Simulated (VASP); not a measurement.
A run of VASP 6.6.1:

The input POSCAR:

```
Zr3MoC
1.0
    4.9425091053      0.0000000000      0.0000000000
    0.0000000000      4.9425091053      0.0000000000
    0.0000000000      0.0000000000      4.9425091053
Zr Mo C
3 1 1
Direct
    0.5000000000      0.0000000000      0.0000000000
    0.0000000000      0.5000000000      0.0000000000
    0.0000000000      0.0000000000      0.5000000000
    0.0000000000      0.0000000000      0.0000000000
    0.5000000000      0.5000000000      0.5000000000
```

File INCAR.step1:

```
SYSTEM = Zr3MoC
PREC     = Accurate       ! precision mode
ENCUT    = 520            ! plane-wave cutoff, eV
EDIFF    = 1E-6           ! SCF threshold, eV
ISMEAR   = 0              ! smearing method
SIGMA    = 0.1            ! smearing width, eV
LREAL    = .FALSE.        ! projectors in reciprocal space
LASPH    = .TRUE.         ! aspherical terms in the spheres
NELM     = 100            ! most SCF steps
ALGO     = Normal         ! electronic algorithm
ISIF     = 2              ! what is computed and relaxed
LWAVE    = .FALSE.        ! write WAVECAR
LCHARG   = .TRUE.         ! write CHGCAR
LMAXMIX  = 4              ! l up to which the mixer works
GGA      = PE             ! functional
NBANDS   = 35             ! bands
```

The input KPOINTS.step1:

```
Automatic mesh
0
G
  8 8 8
  0 0 0
```

Contents of INCAR.step2:

```
SYSTEM = Zr3MoC
PREC     = Accurate       ! precision mode
ENCUT    = 520            ! plane-wave cutoff, eV
EDIFF    = 1E-6           ! SCF threshold, eV
ISMEAR   = -5             ! smearing method
SIGMA    = 0.1            ! smearing width, eV
LREAL    = .FALSE.        ! projectors in reciprocal space
LASPH    = .TRUE.         ! aspherical terms in the spheres
NELM     = 100            ! most SCF steps
ALGO     = Normal         ! electronic algorithm
ISIF     = 2              ! what is computed and relaxed
LWAVE    = .FALSE.        ! write WAVECAR
LCHARG   = .FALSE.        ! write CHGCAR
LMAXMIX  = 4              ! l up to which the mixer works
GGA      = PE             ! functional
LORBIT   = 11             ! projections on sites
NEDOS    = 1001           ! points of the DOS
ICHARG   = 11             ! starting density
```

File KPOINTS.step2:

```
Automatic mesh
0
G
  12 12 12
  0 0 0
```

Potentials or basis: VASP PAW PBE potentials, release 64 (Zr_sv, Mo_sv, C).

Command:

```sh
$ cat potpaw_PBE.64/Zr_sv/POTCAR potpaw_PBE.64/Mo_sv/POTCAR potpaw_PBE.64/C/POTCAR > POTCAR
$ cp INCAR.step1 INCAR
$ cp KPOINTS.step1 KPOINTS
$ mpirun -np 1 vasp_std > vasp.out
$ cp INCAR.step2 INCAR
$ cp KPOINTS.step2 KPOINTS
$ mpirun -np 1 vasp_std > vasp.out
```

Hardware: 1 thread of Intel(R) Xeon(R) Platinum 8259CL CPU @ 2.50GHz (Skylake/Cascade Lake), with other jobs on the host.

Task: How long does it take, and how much memory?

Result: Wall time 6.7 min on 1 thread of Intel(R) Xeon(R) Platinum 8259CL CPU @ 2.50GHz (Skylake/Cascade Lake), on a shared host, peak memory 0.45 GiB. Counts: k points 84.
